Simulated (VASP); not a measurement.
# Si (Fd-3m) in VASP: notebook

Si is run at these levels: PBE; tasks: single point.

Everything below comes from runs of VASP 6.6.1. Logs are shortened: lines on timing, memory, paths and dates and some standing lists are left out, and cuts for length are marked.

## (1) The cell of the first run

Symmetry: Fd-3m, No. 227, cubic system. Conventional cell: a = 5.471 Å, b = 5.471 Å, c = 5.471 Å, α = 90.00°, β = 90.00°, γ = 90.00°. Within 3.1 Å of Si (site symmetry -43m) lie 4 Si at 2.37 Å.

## (2) Single point, PBE

File INCAR:

```
PREC     = Accurate       # precision mode
ENCUT    = 520            # plane-wave cutoff, eV
EDIFF    = 1E-6           # SCF threshold, eV
ISMEAR   = 0              # smearing method
SIGMA    = 0.05           # smearing width, eV
LREAL    = F              # projectors in reciprocal space
LASPH    = T              # aspherical terms in the spheres
NELM     = 60             # most SCF steps
ALGO     = Normal         # electronic algorithm
ISIF     = 2              # what is computed and relaxed
LWAVE    = F              # write WAVECAR
LCHARG   = F              # write CHGCAR
GGA      = PE             # functional
NBANDS   = 11             # bands
```

File KPOINTS:

```
Automatic mesh
0
Gamma
  6 6 6
```

File POSCAR:

```
Si
1.0
    0.0000000000      2.7357379431      2.7357379431
    2.7357379431      0.0000000000      2.7357379431
    2.7357379431      2.7357379431      0.0000000000
Si
2
Direct
    0.5000000000      0.5000000000      0.5000000000
    0.7500000000      0.7500000000      0.7500000000
```

Potentials or basis: VASP PAW PBE potentials, release 64 (Si).

Run with:

```
cat potpaw_PBE.64/Si/POTCAR > POTCAR
mpirun -np 1 vasp_std > vasp.out
```

OUTCAR:

```text
PREC = Accurate
   ENCUT = 520
   EDIFF = 1E-6
   ISMEAR = 0
   LREAL = F
   LASPH = T
   NELM = 60
   ISIF = 2
   GGA = PE

 ion  position               nearest neighbor table
   1  0.500  0.500  0.500-   2 2.37   2 2.37   2 2.37   2 2.37
   2  0.750  0.750  0.750-   1 2.37   1 2.37   1 2.37   1 2.37

  LATTYP: Found a face centered cubic cell.
 ALAT       =     5.4714758862

  Lattice vectors:

 A1 = (   0.0000000000,   2.7357379431,   2.7357379431)
 A2 = (   2.7357379431,   0.0000000000,   2.7357379431)
 A3 = (   2.7357379431,   2.7357379431,   0.0000000000)

Analysis of symmetry for initial positions (statically):
=====================================================================
 Subroutine PRICEL returns:
 Original cell was already a primitive cell.

 Routine SETGRP: Setting up the symmetry group for a
 face centered cubic supercell.

 Subroutine GETGRP returns: Found 48 space group operations
 (whereof 24 operations were pure point group operations)
 out of a pool of 48 trial point group operations.

The static configuration has the point symmetry T_d .
 The point group associated with its full space group is O_h .

Analysis of symmetry for dynamics (positions and initial velocities):
=====================================================================
 Subroutine PRICEL returns:
 Original cell was already a primitive cell.

 Routine SETGRP: Setting up the symmetry group for a
 face centered cubic supercell.

 Subroutine GETGRP returns: Found 48 space group operations
 (whereof 24 operations were pure point group operations)
 out of a pool of 48 trial point group operations.

The dynamic configuration has the point symmetry T_d .
 The point group associated with its full space group is O_h .

 Subroutine INISYM returns: Found 48 space group operations
 (whereof 24 operations are pure point group operations),
 and found     1 'primitive' translations

----------------------------------------------------------------------------------------

                                     Primitive cell

  volume of cell :      40.9500

  direct lattice vectors                    reciprocal lattice vectors
     0.000000000  2.735737943  2.735737943    -0.182766044  0.182766044  0.182766044
     2.735737943  0.000000000  2.735737943     0.182766044 -0.182766044  0.182766044
     2.735737943  2.735737943  0.000000000     0.182766044  0.182766044 -0.182766044

  length of vectors
     3.868917702  3.868917702  3.868917702     0.316560073  0.316560073  0.316560073
[... 80 lines left out ...]
   POTIM  = 0.5000    time-step for ionic-motion
   TEBEG  =    0.0;   TEEND  =   0.0 temperature during run
   PSTRESS=    0.0 pullay stress
   NELECT =       8.0000    total number of electrons
   NUPDOWN=      -1.0000    fix difference up-down
   EMIN   =  10.00;   EMAX   =-10.00  energy-range for DOS
   EFERMI =   0.00;   METHOD = LEGACY
   ISMEAR =     0;   SIGMA  =   0.05  broadening in eV -4-tet -1-fermi 0-gaus
   EFERMI_NEDOS =   21; number of points for ismear=-14 and -15
   IALGO  =     38    algorithm
   IMIX   =      4    mixing-type and parameters
     AMIX     =   0.40;   BMIX     =  1.00
     AMIX_MAG =   1.60;   BMIX_MAG =  1.00
  volume/ion in A,a.u.               =      20.47       138.17
  Fermi-wavevector in a.u.,A,eV,Ry     =   0.949920  1.795088 12.277188  0.902348
  Thomas-Fermi vector in A             =   2.078248
   LORBIT       =      0    0 simple, 1 ext, 2 COOP (PROOUT), +10 PAW based schemes
   GGA     = PE    functional components
   LHFCALC =     F    Hartree Fock is set to
   AEXX    =    0.0000 exact exchange contribution
   IVDW    =     0    specifies the selected vdW correction
   LEPSILON=     F    determine dielectric tensor
   LRPA    =     F    only Hartree local field effects (RPA)
 non-spin polarized calculation
 Gauss-broadening in eV      SIGMA  =   0.05
  energy-cutoff  :      520.00
  volume of cell :       40.95
 maximum number of plane-waves:      1113
 NGX is ok and might be reduce to    30
   NGX = 15   NGY = 15   NGZ = 15

 number of electron       8.0000001 magnetization

 Free energy of the ion-electron system (eV)
  ---------------------------------------------------
  ext. energy  EPLUGINS =         0.00000000
  ---------------------------------------------------
  free energy    TOTEN  =       -10.82634152 eV

  energy without entropy =      -10.82634152  energy(sigma->0) =      -10.82634152

 E-fermi :   5.8716     XC(G=0):  -9.3168

 val. band max:        5.6088913355   @ k =   0.0000   0.0000   0.0000
 cond. band min:       6.3602023304   @ k =   0.5000   0.5000   0.0000
 fundamental gap:      0.7513109950
 Fermi energy:         5.8716113612

 k-point     1 :       0.0000    0.0000    0.0000
  band No.  band energies     occupation
      1      -6.1971      2.00000
      2       5.6089      2.00000
      3       5.6089      2.00000
      4       5.6089      2.00000
      5       8.1620      0.00000
      6       8.1620      0.00000
      7       8.1620      0.00000
      8       8.7261      0.00000
      9      13.3134      0.00000
     10      13.3134      0.00000
     11      13.4797      0.00000
[... 197 lines left out ...]
 k-point    16 :      -0.3333    0.5000    0.1667
  band No.  band energies     occupation
      1      -2.0205      2.00000
      2      -2.0205      2.00000
      3       2.0526      2.00000
      4       2.0526      2.00000
      5       8.3581      0.00000
      6       8.3581      0.00000
      7      12.2893      0.00000
      8      12.2893      0.00000
      9      16.0478      0.00000
     10      16.0478      0.00000
     11      18.3884      0.00000

------------------------ aborting loop because EDIFF is reached ----------------------------------------

  FORCE on cell =-STRESS in cart. coord.  units (eV):
  Direction    XX          YY          ZZ          XY          YZ          ZX
  --------------------------------------------------------------------------------------
  -------------------------------------------------------------------------------------
  Total       -0.0192086     -0.0192086     -0.0192086      0.0000000     -0.0000000     -0.0000000
  in kB       -0.7515395     -0.7515395     -0.7515395      0.0000000     -0.0000000     -0.0000000
  external PRESSURE =      -0.7515395 kB  Pullay stress =       0.0000000 kB

 VOLUME and BASIS-vectors are now :
 -----------------------------------------------------------------------------
  energy-cutoff  :      520.00
  volume of cell :       40.95
      direct lattice vectors                 reciprocal lattice vectors
     0.000000000  2.735737943  2.735737943    -0.182766044  0.182766044  0.182766044
     2.735737943  0.000000000  2.735737943     0.182766044 -0.182766044  0.182766044
     2.735737943  2.735737943  0.000000000     0.182766044  0.182766044 -0.182766044

 POSITION                                       TOTAL-FORCE (eV/Angst)
 -----------------------------------------------------------------------------------
      2.73574      2.73574      2.73574        -0.000000     -0.000000     -0.000000
      4.10361      4.10361      4.10361         0.000000      0.000000      0.000000
 -----------------------------------------------------------------------------------
    total drift:                                0.000000     -0.000000     -0.000000

  FREE ENERGIE OF THE ION-ELECTRON SYSTEM (eV)
  ---------------------------------------------------
  free  energy   TOTEN  =       -10.8263415192 eV

  energy  without entropy=      -10.8263415192  energy(sigma->0) =      -10.82634152
```

OSZICAR:

```text
N       E                     dE             d eps       ncg     rms          rms(c)
DAV:   1     0.801677085128E+01    0.80168E+01   -0.31080E+03   352   0.578E+02
DAV:   2    -0.104318208214E+02   -0.18449E+02   -0.17720E+02   451   0.873E+01
DAV:   3    -0.109937654386E+02   -0.56194E+00   -0.55955E+00   455   0.131E+01
DAV:   4    -0.109973901857E+02   -0.36247E-02   -0.36243E-02   447   0.129E+00
DAV:   5    -0.109974257074E+02   -0.35522E-04   -0.35521E-04   417   0.118E-01    0.476E+00
DAV:   6    -0.108794915289E+02    0.11793E+00   -0.65351E-02   403   0.105E+00    0.290E+00
DAV:   7    -0.108247277075E+02    0.54764E-01   -0.12869E-01   394   0.160E+00    0.168E-01
DAV:   8    -0.108260895937E+02   -0.13619E-02   -0.58217E-03   425   0.410E-01    0.799E-02
DAV:   9    -0.108263155333E+02   -0.22594E-03   -0.21800E-04   439   0.889E-02    0.579E-02
DAV:  10    -0.108263406524E+02   -0.25119E-04   -0.21299E-05   411   0.268E-02    0.488E-03
DAV:  11    -0.108263415192E+02   -0.86678E-06   -0.22005E-06   439   0.772E-03
   1 F= -.10826342E+02 E0= -.10826342E+02  d E =-.400632E-15
```

stdout:

```text
POSCAR found type information on POSCAR Si
 POSCAR found :  1 types and       2 ions
 scaLAPACK will be used
 LDA part: xc-table for (Slater+PW92), standard interpolation
 POSCAR, INCAR and KPOINTS ok, starting setup
 FFT: planning ... GRIDC
 FFT: planning ... GRID_SOFT
 FFT: planning ... GRID
 WAVECAR not read
 entering main loop
```

Run time: 3.3 s. Hardware: 1 thread of Intel Xeon 6975P-C (Granite Rapids), shared host; peak memory 0.15 GiB.

Results:

- Free energy: -10.8263 eV
- Pressure: -0.1 GPa
- Band gap on the k mesh: 0.75 eV, indirect (least direct gap 2.55 eV)

Levels at points of the mesh, in eV from the valence-band top:
```csv
k point,band 1,band 2,band 3,band 4,band 5,band 6,band 7,band 8,band 9
"(0.00, 0.00, 0.00)",-11.81,0.00,0.00,0.00,2.55,2.55,2.55,3.12,7.70
"(0.50, 0.00, 0.00)",-9.53,-6.86,-1.18,-1.18,1.46,3.35,3.35,7.70,10.49
"(0.50, 0.50, 0.00)",-7.74,-7.74,-2.79,-2.79,0.75,0.75,9.92,9.92,10.90
```

A k mesh can miss the band edges.

## (3) Single point, PBE

This run uses another cell than the first one, of 20.30 Å³/atom, 0.991 times its volume.

INCAR, as its differences from that of step 2:

```diff
@@ -1,3 +1,3 @@
 PREC     = Accurate       # precision mode
-ENCUT    = 520            # plane-wave cutoff, eV
+ENCUT    = 500            # plane-wave cutoff, eV
 EDIFF    = 1E-6           # SCF threshold, eV
@@ -7,3 +7,3 @@
 LASPH    = T              # aspherical terms in the spheres
-NELM     = 60             # most SCF steps
+NELM     = 120            # most SCF steps
 ALGO     = Normal         # electronic algorithm
@@ -14 +14,2 @@
 NBANDS   = 11             # bands
+GGA_COMPAT= F
```

KPOINTS is that of step 2.

File POSCAR:

```
Si
1.0
    0.0000000000      2.7278164756      2.7278164756
    2.7278164756      0.0000000000      2.7278164756
    2.7278164756      2.7278164756      0.0000000000
Si
2
Direct
    0.5000000000      0.5000000000      0.5000000000
    0.7500000000      0.7500000000      0.7500000000
```

Potentials or basis: VASP PAW PBE potentials, release 64 (Si).

Run with:

```
cat potpaw_PBE.64/Si/POTCAR > POTCAR
mpirun -np 1 vasp_std > vasp.out
```

It took 4.7 s on 1 thread of Intel Xeon Platinum 8375C at 2.90GHz (Ice Lake), shared host; peak memory 0.14 GiB.

The run converged. Its results:

* Free energy: -10.8256 eV
* Pressure: 0.7 GPa
* Band gap on the k mesh: 0.73 eV, indirect (least direct gap 2.56 eV)

Levels at points of the mesh, in eV from the valence-band top:
| k point | band 1 | band 2 | band 3 | band 4 | band 5 | band 6 | band 7 | band 8 | band 9 |
| --- | --- | --- | --- | --- | --- | --- | --- | --- | --- |
| (0.00, 0.00, 0.00) | -11.86 | 0.00 | 0.00 | 0.00 | 2.56 | 2.56 | 2.56 | 3.22 | 7.71 |
| (0.50, 0.00, 0.00) | -9.57 | -6.90 | -1.19 | -1.19 | 1.49 | 3.34 | 3.34 | 7.71 | 10.51 |
| (0.50, 0.50, 0.00) | -7.77 | -7.77 | -2.81 | -2.81 | 0.73 | 0.73 | 10.00 | 10.00 | 10.93 |

A k mesh can miss the band edges.
